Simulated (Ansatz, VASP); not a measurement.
**One calculation of Nb2PdS2, two programs**

```
CELL_PARAMETERS angstrom
3.14755 0.00000 0.00000
-1.57378 2.72586 0.00000
0.00000 0.00000 10.94364
ATOMIC_POSITIONS crystal
Nb 0.33333 0.66667 0.20397
Nb 0.66667 0.33333 0.79603
S 0.33333 0.66667 0.64928
S 0.66667 0.33333 0.35072
Pd 0.00000 0.00000 0.00000
```

Alike in both runs: functional PBE; k mesh 6 × 6 × 2; no spin polarisation.

Ansatz relaxed the structure, and its values are those at the end. VASP's run is a single point on that final structure, the one shown.

|  | VASP | Ansatz |
| --- | --- | --- |
| version | VASP 6.6.1 | Ansatz 0.2.0 |
| potentials or method | VASP PAW PBE potentials, release 64 (Nb_sv, S, Pd), cutoff 520 eV | PAW plane waves |
| occupations | methfessel-paxton of order 1, width 0.1525 eV | cold, width 0.1525 eV |
| valence electrons in the cell | 48 | 56 |

```csv
,VASP,Ansatz,Ansatz less VASP
gap on the k mesh at the Fermi level (eV),none,none,-
pressure (GPa),-0.4,0.0,+0.38
rms of the force components (eV/Å),0.020,0.001,-0.0186
```

A gap of «none» marks a metal or a gap that the smearing closes. VASP's potentials hold 48 valence electrons a cell and Ansatz's 56, so a difference there can come from the potentials and not from the codes. Ansatz's warnings: structure snapped to symmetry.

The k mesh is coarse, so the values compare programs but aren't converged.
